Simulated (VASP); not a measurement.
# Gd (Im-3m) in VASP: single point with PBE

Aim: the single point of Gd with PBE.

Everything below comes from runs of VASP 6.6.1. Logs are shortened: lines on timing, memory, paths and dates and some standing lists are left out, and cuts for length are marked.

**1. The cell of the first run**

It takes space group Im-3m (No. 229, cubic). Conventional cell: a = 4.048 Å, b = 4.048 Å, c = 4.048 Å, α = 90.00°, β = 90.00°, γ = 90.00°. Gd (site symmetry m-3m) has 14 Gd at 3.51 to 4.05 Å within 4.6 Å.

This isn't the form of Gd at room conditions, which is hcp.

**2. Single point, PBE, collinear spin, ferromagnetic start**

INCAR reads:

```
  PREC = Accurate
  ENCUT = 520
  EDIFF = 1E-7
  ISMEAR = 0
  SIGMA = 0.05
  LREAL = F
  LASPH = T
  NELM = 150
  ALGO = Normal
  ISIF = 2
  LWAVE = F
  LCHARG = T
  ISPIN = 2
  MAGMOM = 7
  LORBIT = 11
  LMAXMIX = 6
  GGA = PE
  LELF = T
  LVHAR = T
  NBANDS = 19
```

KPOINTS reads:

```
regular mesh
0
Gamma
  8 8 8
```

POSCAR reads:

```
Gd
1.0
   -2.0239434614      2.0239434614      2.0239434614
    2.0239434614     -2.0239434614      2.0239434614
    2.0239434614      2.0239434614     -2.0239434614
Gd
1
Direct
    0.0000000000      0.0000000000      0.0000000000
```

Potentials or basis: VASP PAW PBE potentials, release 64 (Gd).

Launch:

```bash
cat potpaw_PBE.64/Gd/POTCAR > POTCAR
mpirun -np 1 vasp_std > vasp.out
```

OUTCAR:

```text
PREC = Accurate
   ENCUT = 520
   EDIFF = 1E-7
   ISMEAR = 0
   LREAL = F
   LASPH = T
   NELM = 150
   ISIF = 2
   ISPIN = 2
   LORBIT = 11
   GGA = PE

 ion  position               nearest neighbor table
   1  0.000  0.000  0.000-

  LATTYP: Found a body centered cubic cell.
 ALAT       =     4.0478869228

  Lattice vectors:

 A1 = (  -2.0239434614,   2.0239434614,   2.0239434614)
 A2 = (   2.0239434614,  -2.0239434614,   2.0239434614)
 A3 = (   2.0239434614,   2.0239434614,  -2.0239434614)

Analysis of symmetry for initial positions (statically):
=====================================================================
 Subroutine PRICEL returns:
 Original cell was already a primitive cell.

 Routine SETGRP: Setting up the symmetry group for a
 body centered cubic supercell.

 Subroutine GETGRP returns: Found 48 space group operations
 (whereof 48 operations were pure point group operations)
 out of a pool of 48 trial point group operations.

The static configuration has the point symmetry O_h .

Analysis of symmetry for dynamics (positions and initial velocities):
=====================================================================
 Subroutine PRICEL returns:
 Original cell was already a primitive cell.

 Routine SETGRP: Setting up the symmetry group for a
 body centered cubic supercell.

 Subroutine GETGRP returns: Found 48 space group operations
 (whereof 48 operations were pure point group operations)
 out of a pool of 48 trial point group operations.

The dynamic configuration has the point symmetry O_h .

Analysis of structural, dynamic, and magnetic symmetry:
=====================================================================
 Subroutine PRICEL returns:
 Original cell was already a primitive cell.

 Routine SETGRP: Setting up the symmetry group for a
 body centered cubic supercell.

 Subroutine GETGRP returns: Found 48 space group operations
 (whereof 48 operations were pure point group operations)
 out of a pool of 48 trial point group operations.

The overall configuration has the point symmetry O_h .

 Subroutine INISYM returns: Found 48 space group operations
 (whereof 48 operations are pure point group operations),
 and found     1 'primitive' translations

----------------------------------------------------------------------------------------

                                     Primitive cell

  volume of cell :      33.1631

  direct lattice vectors                    reciprocal lattice vectors
    -2.023943461  2.023943461  2.023943461     0.000000000  0.247042474  0.247042474
     2.023943461 -2.023943461  2.023943461     0.247042474  0.000000000  0.247042474
     2.023943461  2.023943461 -2.023943461     0.247042474  0.247042474  0.000000000

  length of vectors
     3.505572907  3.505572907  3.505572907     0.349370817  0.349370817  0.349370817

  position of ions in fractional coordinates (direct lattice)
     0.000000000  0.000000000  0.000000000

  ion indices of the primitive-cell ions
   primitive index   ion index
                 1           1

----------------------------------------------------------------------------------------

 KPOINTS: regular mesh

Automatic generation of k-mesh.
 Grid dimensions read from file:
 generate k-points for:    8    8    8

 Generating k-lattice:

  Cartesian coordinates                     Fractional coordinates (reciprocal lattice)
     0.000000000  0.030880309  0.030880309     0.125000000  0.000000000  0.000000000
     0.030880309  0.000000000  0.030880309     0.000000000  0.125000000  0.000000000
     0.030880309  0.030880309  0.000000000     0.000000000  0.000000000  0.125000000

  Length of vectors
     0.043671352  0.043671352  0.043671352

  Shift w.r.t. Gamma in fractional coordinates (k-lattice)
     0.000000000  0.000000000  0.000000000

 Subroutine IBZKPT returns following result:
 ===========================================

 Found     29 irreducible k-points:

 Following reciprocal coordinates:
            Coordinates               Weight
  0.000000  0.000000  0.000000      1.000000
  0.125000  0.000000  0.000000     12.000000
  0.250000  0.000000  0.000000     12.000000
  0.375000  0.000000  0.000000     12.000000
  0.500000  0.000000  0.000000      6.000000
  0.125000  0.125000  0.000000     24.000000
[... 16 lines left out ...]
 -0.250000  0.250000  0.250000      6.000000
 -0.375000  0.375000  0.250000     24.000000
 [... further k-points ...]
   k-points           NKPTS =     29   k-points in BZ     NKDIM =     29   number of bands    NBANDS=     19
   number of dos      NEDOS =    301   number of ions     NIONS =      1
   total plane-waves  NPLWV =  21952
   dimension x,y,z NGX =    28 NGY =   28 NGZ =   28
   dimension x,y,z NGXF=    56 NGYF=   56 NGZF=   56
   ions per type =               1
   NGX,Y,Z   is equivalent  to a cutoff of  13.28, 13.28, 13.28 a.u.
   NGXF,Y,Z  is equivalent  to a cutoff of  26.56, 26.56, 26.56 a.u.
 SYSTEM =  unknown system
   PREC   = accura    normal or accurate (medium, high low for compatibility)
   ISTART =      0    job   : 0-new  1-cont  2-samecut
   ICHARG =      2    charge: 1-file 2-atom 10-const
   ISPIN  =      2    spin polarized calculation?
   LNONCOLLINEAR =      F non collinear calculations
   LSORBIT =      F    spin-orbit coupling
   LASPH  =      T    aspherical Exc in radial PAW
   ENCUT  =  520.0 eV  38.22 Ry    6.18 a.u.   6.52  6.52  6.52*2*pi/ulx,y,z
   NELM   =    150;   NELMIN=  2; NELMDL= -5     # of ELM steps
   EDIFF  = 0.1E-06   stopping-criterion for ELM
   LREAL  =      F    real-space projection
   EDIFFG = 0.1E-05   stopping-criterion for IOM
   NSW    =      0    number of steps for IOM
   IBRION =     -1    ionic relax: 0-MD 1-quasi-New 2-CG
   NFREE  =      0    steps in history (QN), initial steepest desc. (CG)
   ISIF   =      2    stress and relaxation
   ISYM   =      2    0-nonsym 1-usesym 2-fastsym
   POTIM  = 0.5000    time-step for ionic-motion
   TEBEG  =    0.0;   TEEND  =   0.0 temperature during run
   PSTRESS=    0.0 pullay stress
   NELECT =      18.0000    total number of electrons
   NUPDOWN=      -1.0000    fix difference up-down
   EMIN   =  10.00;   EMAX   =-10.00  energy-range for DOS
   EFERMI =   0.00;   METHOD = LEGACY
   ISMEAR =     0;   SIGMA  =   0.05  broadening in eV -4-tet -1-fermi 0-gaus
   EFERMI_NEDOS =   21; number of points for ismear=-14 and -15
   IALGO  =     38    algorithm
   IMIX   =      4    mixing-type and parameters
     AMIX     =   0.40;   BMIX     =  1.00
     AMIX_MAG =   1.60;   BMIX_MAG =  1.00
  volume/ion in A,a.u.               =      33.16       223.80
  Fermi-wavevector in a.u.,A,eV,Ry     =   1.335408  2.523555 24.263466  1.783314
  Thomas-Fermi vector in A             =   2.464114
   LORBIT       =     11    0 simple, 1 ext, 2 COOP (PROOUT), +10 PAW based schemes
   GGA     = PE    functional components
   LHFCALC =     F    Hartree Fock is set to
   AEXX    =    0.0000 exact exchange contribution
   IVDW    =     0    specifies the selected vdW correction
   LEPSILON=     F    determine dielectric tensor
   LRPA    =     F    only Hartree local field effects (RPA)
 spin polarized calculation
 Gauss-broadening in eV      SIGMA  =   0.05
  energy-cutoff  :      520.00
  volume of cell :       33.16
 maximum number of plane-waves:       935
 NGX is ok and might be reduce to    28
   NGX = 13   NGY = 13   NGZ = 13

 number of electron      18.0000008 magnetization       7.6619579

 Free energy of the ion-electron system (eV)
  ---------------------------------------------------
  ext. energy  EPLUGINS =         0.00000000
  ---------------------------------------------------
  free energy    TOTEN  =       -11.61368951 eV

  energy without entropy =      -11.61013494  energy(sigma->0) =      -11.61191222

 E-fermi :   2.9886     XC(G=0):  -9.9646

 val. band max:        2.9811737865   @ k =   0.1250   0.1250   0.1250
 cond. band min:       2.9909272941   @ k =  -0.3750  -0.3750   0.1250
 fundamental gap:      0.0097535076
 Fermi energy:         2.9885908733

 spin component 1

 k-point     1 :       0.0000    0.0000    0.0000
  band No.  band energies     occupation
      1     -42.3664      1.00000
      2     -19.3847      1.00000
      3     -19.3847      1.00000
      4     -19.3847      1.00000
      5      -2.1188      1.00000
      6      -2.0043      1.00000
[... 11 lines left out ...]
     18      13.3539      0.00000
     19      13.3539      0.00000

 k-point     2 :       0.1250    0.0000    0.0000
  band No.  band energies     occupation
      1     -42.3568      1.00000
      2     -19.4926      1.00000
      3     -19.4184      1.00000
      4     -19.3852      1.00000
      5      -1.9991      1.00000
      6      -1.9939      1.00000
[... 11 lines left out ...]
     18      13.7165      0.00000
     19      14.1322      0.00000

 k-point     3 :       0.2500    0.0000    0.0000
  band No.  band energies     occupation
      1     -42.3333      1.00000
      2     -19.7431      1.00000
      3     -19.4986      1.00000
      4     -19.3863      1.00000
      5      -1.9905      1.00000
      6      -1.9657      1.00000
[... 11 lines left out ...]
     18      13.4831      0.00000
     19      14.4852      0.00000

 k-point     4 :       0.3750    0.0000    0.0000
  band No.  band energies     occupation
      1     -42.3097      1.00000
      2     -19.9812      1.00000
      3     -19.5772      1.00000
      4     -19.3876      1.00000
      5      -1.9900      1.00000
      6      -1.9639      1.00000
[... 407 lines left out ...]
     18      12.0522      0.00000
     19      12.0522      0.00000

 k-point    23 :      -0.2500    0.2500    0.2500
  band No.  band energies     occupation
      1     -42.3044      1.00000
      2     -19.7559      1.00000
      3     -19.6218      1.00000
      4     -19.6218      1.00000
      5      -1.9660      1.00000
      6      -1.9566      1.00000
[... 11 lines left out ...]
     18      13.0169      0.00000
     19      16.1883      0.00000

 k-point    24 :      -0.3750    0.3750    0.2500
  band No.  band energies     occupation
      1     -42.2837      1.00000
      2     -19.9008      1.00000
      3     -19.7066      1.00000
      4     -19.6421      1.00000
      5      -1.9884      1.00000
      6      -1.9624      1.00000
[... 11 lines left out ...]
     18      12.6616      0.00000
     19      14.1011      0.00000

 [... further k-points ...]

 spin component 2

 k-point     1 :       0.0000    0.0000    0.0000
  band No.  band energies     occupation
      1     -39.1112      1.00000
      2     -16.9686      1.00000
      3     -16.9686      1.00000
      4     -16.9686      1.00000
      5      -1.2120      1.00000
      6       3.3065      0.00000
[... 11 lines left out ...]
     18      14.3262      0.00000
     19      14.3262      0.00000

 k-point     2 :       0.1250    0.0000    0.0000
  band No.  band energies     occupation
      1     -39.0990      1.00000
      2     -17.1005      1.00000
      3     -17.0082      1.00000
      4     -16.9697      1.00000
      5      -0.7564      1.00000
      6       3.2844      0.00000
[... 11 lines left out ...]
     18      14.7118      0.00000
     19      15.1089      0.00000

 k-point     3 :       0.2500    0.0000    0.0000
  band No.  band energies     occupation
      1     -39.0696      1.00000
      2     -17.4038      1.00000
      3     -17.1024      1.00000
      4     -16.9724      1.00000
      5       0.3608      1.00000
      6       3.2405      0.00000
[... 11 lines left out ...]
     18      14.5245      0.00000
     19      15.7704      0.00000

 k-point     4 :       0.3750    0.0000    0.0000
  band No.  band energies     occupation
      1     -39.0400      1.00000
      2     -17.6887      1.00000
      3     -17.1944      1.00000
      4     -16.9753      1.00000
      5       1.2800      1.00000
      6       3.3178      0.00000
[... 407 lines left out ...]
     18      13.3238      0.00000
     19      13.3238      0.00000

 k-point    23 :      -0.2500    0.2500    0.2500
  band No.  band energies     occupation
      1     -39.0337      1.00000
      2     -17.4219      1.00000
      3     -17.2482      1.00000
      4     -17.2482      1.00000
      5       1.6428      1.00000
      6       2.9742      0.65787
[... 11 lines left out ...]
     18      13.9375      0.00000
     19      17.5949      0.00000

 k-point    24 :      -0.3750    0.3750    0.2500
  band No.  band energies     occupation
      1     -39.0080      1.00000
      2     -17.5882      1.00000
      3     -17.3480      1.00000
      4     -17.2749      1.00000
      5       2.3409      1.00000
      6       2.7457      1.00000
[... 11 lines left out ...]
     18      13.9581      0.00000
     19      15.5349      0.00000

 [... further k-points ...]

------------------------ aborting loop because EDIFF is reached ----------------------------------------

  FORCE on cell =-STRESS in cart. coord.  units (eV):
  Direction    XX          YY          ZZ          XY          YZ          ZX
  --------------------------------------------------------------------------------------
  -------------------------------------------------------------------------------------
  Total        0.0004708      0.0004708      0.0004708     -0.0000000     -0.0000000     -0.0000000
  in kB        0.0227443      0.0227443      0.0227443     -0.0000000     -0.0000000     -0.0000000
  external PRESSURE =       0.0227443 kB  Pullay stress =       0.0000000 kB

 VOLUME and BASIS-vectors are now :
 -----------------------------------------------------------------------------
  energy-cutoff  :      520.00
  volume of cell :       33.16
      direct lattice vectors                 reciprocal lattice vectors
    -2.023943461  2.023943461  2.023943461     0.000000000  0.247042474  0.247042474
     2.023943461 -2.023943461  2.023943461     0.247042474  0.000000000  0.247042474
     2.023943461  2.023943461 -2.023943461     0.247042474  0.247042474  0.000000000

 POSITION                                       TOTAL-FORCE (eV/Angst)
 -----------------------------------------------------------------------------------
      0.00000      0.00000      0.00000         0.000000      0.000000      0.000000
 -----------------------------------------------------------------------------------
    total drift:                               -0.000000     -0.000000     -0.000000

  FREE ENERGIE OF THE ION-ELECTRON SYSTEM (eV)
  ---------------------------------------------------
  free  energy   TOTEN  =       -11.6136895081 eV

  energy  without entropy=      -11.6101349360  energy(sigma->0) =      -11.61191222

 total charge

# of ion       s       p       d       f       tot
--------------------------------------------------
    1        2.072   5.561   0.589   6.975  15.197

 magnetization (x)

# of ion       s       p       d       f       tot
--------------------------------------------------
    1        0.002  -0.057   0.246   6.828   7.019
```

It took 70 s on 1 thread of Intel Xeon Platinum 8488C (Sapphire Rapids), shared host; peak memory 0.2 GiB.

What came out:

- Free energy: -11.6137 eV
- Pressure: 0.0 GPa
- Net moment: 7.66 μB per cell
- Site moments: Gd +7.02 μB
- Valence electrons inside the program's atomic spheres: Gd 15.20

Levels at points of the mesh, in eV from the Fermi level:
Spin up:
```
           k point  band 11  band 12  band 13  band 14  band 15  band 16
(0.00, 0.00, 0.00)    -4.87    -4.84     1.26     1.26     1.26     3.50
(0.50, 0.00, 0.00)    -4.85    -2.46    -0.33     1.05     3.38     4.16
(0.50, 0.50, 0.50)    -4.85    -1.94    -1.94     5.43     5.43     5.43
```
Spin down:
| k point | band 2 | band 3 | band 4 | band 5 | band 6 | band 7 | band 8 | band 9 |
| --- | --- | --- | --- | --- | --- | --- | --- | --- |
| (0.00, 0.00, 0.00) | -19.96 | -19.96 | -19.96 | -4.20 | 0.32 | 0.32 | 0.32 | 0.61 |
| (0.50, 0.00, 0.00) | -20.79 | -20.22 | -19.97 | -1.53 | 0.32 | 0.37 | 0.45 | 0.55 |
| (0.50, 0.50, 0.50) | -20.53 | -20.53 | -20.53 | -1.14 | -1.14 | 0.37 | 0.44 | 0.44 |

Caveat: spin-orbit coupling is left out, which moves the levels of the heavy elements; semilocal functionals describe open f shells poorly, which spoils levels, moments and volumes.
